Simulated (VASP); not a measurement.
# Mg in VASP: settings compared, part 2 of 2

VASP 6.6.1.

## 3. Relaxation of the atoms, PBE

Input file INCAR:

```
SYSTEM = Mg
PREC     = Accurate       ! precision mode
ENCUT    = 520            ! plane-wave cutoff, eV
EDIFF    = 1E-7           ! SCF threshold, eV
ISMEAR   = -1             ! smearing method
SIGMA    = 0.05           ! smearing width, eV
LREAL    = .FALSE.        ! projectors in reciprocal space
LASPH    = .TRUE.         ! aspherical terms in the spheres
NELM     = 80             ! most SCF steps
ALGO     = Normal         ! electronic algorithm
ISIF     = 2              ! what is computed and relaxed
LWAVE    = .FALSE.        ! write WAVECAR
LCHARG   = .FALSE.        ! write CHGCAR
GGA      = PE             ! functional
IBRION   = 2              ! ionic algorithm
NSW      = 80             ! ionic steps
EDIFFG   = -0.02          ! ionic threshold
```

Input file KPOINTS:

```
Automatic mesh
0
G
  10 10 5
  0 0 0
```

Input file POSCAR:

```
Mg
1.0
    3.2093000000      0.0000000000      0.0000000000
   -1.6046500000      2.7793353284      0.0000000000
    0.0000000000      0.0000000000      5.2103000000
Mg
2
Direct
    0.6666666667      0.3333333333      0.7500000000
    0.3333333333      0.6666666667      0.2500000000
```

Potentials or basis: VASP PAW PBE potentials, release 64 (Mg).

Run with:

```console
> cat potpaw_PBE.64/Mg/POTCAR > POTCAR
> mpirun -np 1 vasp_std > vasp.out
```

OUTCAR:

```text
SYSTEM = Mg
   PREC = Accurate
   ENCUT = 520
   EDIFF = 1E-7
   ISMEAR = -1
   LREAL = .FALSE.
   LASPH = .TRUE.
   NELM = 80
   ISIF = 2
   GGA = PE
   IBRION = 2
   NSW = 80
   EDIFFG = -0.02

 ion  position               nearest neighbor table
   1  0.667  0.333  0.750-   2 3.20   2 3.20   2 3.20   2 3.20   2 3.20   2 3.20
   2  0.333  0.667  0.250-   1 3.20   1 3.20   1 3.20   1 3.20   1 3.20   1 3.20

  LATTYP: Found a hexagonal cell.
 ALAT       =     3.2093000000
 C/A-ratio  =     1.6235004518

  Lattice vectors:

 A1 = (   3.2093000000,   0.0000000000,   0.0000000000)
 A2 = (  -1.6046500000,   2.7793353284,   0.0000000000)
 A3 = (   0.0000000000,   0.0000000000,   5.2103000000)

Analysis of symmetry for initial positions (statically):
=====================================================================
 Subroutine PRICEL returns:
 Original cell was already a primitive cell.

 Routine SETGRP: Setting up the symmetry group for a
 hexagonal supercell.

 Subroutine GETGRP returns: Found 24 space group operations
 (whereof 12 operations were pure point group operations)
[... 170 lines left out ...]
 cond. band min:       2.6110219335   @ k =   0.2000   0.1000   0.0000
 fundamental gap:      0.0604196996
 Fermi energy:         2.5968520054

 k-point     1 :       0.0000    0.0000    0.0000
  band No.  band energies     occupation
      1      -4.3090      2.00000
      2       0.9078      2.00000
      3       1.3274      2.00000
      4      13.4389      0.00000
      5      13.4507      0.00000
      6      13.5282      0.00000
[... 199 lines left out ...]
 k-point    24 :       0.4000    0.1000    0.2000
  band No.  band energies     occupation
      1      -0.0816      2.00000
      2       1.7188      2.00000
      3       3.1685      0.00002
      4       4.9001      0.00000
      5       6.8413      0.00000
      6       7.8185      0.00000

 [... further k-points ...]

------------------------ aborting loop because EDIFF is reached ----------------------------------------

  FORCE on cell =-STRESS in cart. coord.  units (eV):
  Direction    XX          YY          ZZ          XY          YZ          ZX
  --------------------------------------------------------------------------------------
  -------------------------------------------------------------------------------------
  Total       -0.2559467     -0.2559467      0.0814147      0.0000000      0.0000000      0.0000000
  in kB       -8.8236063     -8.8236063      2.8067236      0.0000000      0.0000000      0.0000000
  external PRESSURE =      -4.9468297 kB  Pullay stress =       0.0000000 kB

 VOLUME and BASIS-vectors are now :
 -----------------------------------------------------------------------------
  energy-cutoff  :      520.00
  volume of cell :       46.47
      direct lattice vectors                 reciprocal lattice vectors
     3.209300000  0.000000000  0.000000000     0.311594429  0.179899127  0.000000000
    -1.604650000  2.779335328  0.000000000     0.000000000  0.359798255  0.000000000
     0.000000000  0.000000000  5.210300000     0.000000000  0.000000000  0.191927528

 POSITION                                       TOTAL-FORCE (eV/Angst)
 -----------------------------------------------------------------------------------
      1.60465      0.92645      3.90773         0.000000     -0.000000      0.000000
     -0.00000      1.85289      1.30258        -0.000000      0.000000      0.000000
 -----------------------------------------------------------------------------------
    total drift:                                0.000000     -0.000000      0.000000

  FREE ENERGIE OF THE ION-ELECTRON SYSTEM (eV)
  ---------------------------------------------------
  free  energy   TOTEN  =        -3.0064727970 eV

  energy  without entropy=       -2.9945633475  energy(sigma->0) =       -3.00051807

 reached required accuracy - stopping structural energy minimisation
```

It took 18 s on 1 thread of AMD EPYC 7R13, shared host; peak memory 0.13 GiB.

What came out:

- Free energy: -3.0065 eV
- Pressure after relaxing: -0.5 GPa
- Band gap on the k mesh: zero (bands 2 and 3 overlap by 1.91 eV)

Stress tensor (GPa, compression positive):
```
-0.88  0.00  0.00
 0.00 -0.88  0.00
 0.00  0.00  0.28
```

Final structure:
```xyz
2
Lattice="3.2093 0.0000 0.0000 -1.6046 2.7793 0.0000 0.0000 0.0000 5.2103" Properties=species:S:1:pos:R:3 pbc="T T T"
Mg    1.6046    0.9264    3.9077
Mg    0.0000    1.8529    1.3026
```

Caveat: the relaxation stopped at its first step, so nothing moved.

## 4. Single point, PBE (atoms moved at random)

Input file INCAR:

```
SYSTEM = Mg
PREC = Accurate ; ENCUT = 520
EDIFF = 1E-7 ; ISMEAR = -1
SIGMA = 0.05 ; LREAL = .FALSE.
LASPH = .TRUE. ; NELM = 100
ALGO = Normal ; ISIF = 2
LWAVE = .FALSE. ; LCHARG = .FALSE.
GGA = PE ; NBANDS = 9
```

KPOINTS is that of step 3.

Input file POSCAR:

```
Mg
1.0
    3.2093000000      0.0000000000      0.0000000000
   -1.6046500000      2.7793353284      0.0000000000
    0.0000000000      0.0000000000      5.2103000000
Mg
2
Direct
    0.6716710000      0.3385810000      0.7543150000
    0.3365900000      0.6809960000      0.2431600000
```

Run with:

```console
> cat potpaw_PBE.64/Mg/POTCAR > POTCAR
> mpirun -np 1 vasp_std > vasp.out
```

Wall time 40 s (1 thread of Intel Xeon Platinum 8259CL at 2.50GHz (Skylake/Cascade Lake), shared host); peak memory 0.23 GiB.

Results (log left out):

| Property | Result |
| --- | --- |
| Free energy | -3.0016 eV |
| Pressure | -0.4 GPa |
| Largest force | 0.156 eV/Å |
| Band gap on the k mesh | zero (bands 2 and 3 overlap by 1.91 eV) |

Forces on the atoms (eV/Å):
```
Mg  -0.013  0.017 -0.155
Mg   0.013 -0.017  0.155
```

Stress tensor (GPa, compression positive):
```
-0.91  0.05  0.01
 0.05 -0.78 -0.02
 0.01 -0.02  0.36
```

Levels at points of the mesh, in eV from the Fermi level:
```
           k point  band 1  band 2  band 3  band 4  band 5  band 6  band 7
(0.00, 0.00, 0.00)   -6.91   -1.69   -1.27   10.84   10.84   10.92   10.93
(0.50, 0.00, 0.00)   -2.15   -2.15    2.62    2.99    3.22    3.63    6.79
(0.00, 0.50, 0.00)   -2.15   -2.15    2.63    2.98    3.24    3.62    6.79
(0.50, 0.50, 0.00)   -2.15   -2.15    2.61    3.01    3.20    3.64    6.79
```

Caveat: the cell differs from its parent crystal (atoms moved at random).

## 5. Overview

| task | level | cell | cutoff (eV) | gap on the mesh (eV) | pressure (GPa) |
| --- | --- | --- | --- | --- | --- |
| relaxation of cell and atoms | BLYP | relaxed, atomic positions A | 600 | none | 0.0 |
| relaxation of the atoms | PBE | atoms relaxed, atomic positions A | 520 | none | -0.5 |
| single point | PBE | as given, atomic positions B | 520 | none | -0.4 |

Alike in all rows: potentials or basis VASP PAW PBE potentials, release 64 (Mg); no spin polarisation; k mesh 10 × 10 × 5; smearing fermi-dirac 0.05 eV.

Caveats: the PAW data sets were made with another functional, which shifts forces and pressure a little (at least some runs); the relaxation stopped at its first step, so nothing moved (at least some runs).

Absolute energies hang on the potentials; compare differences alone.
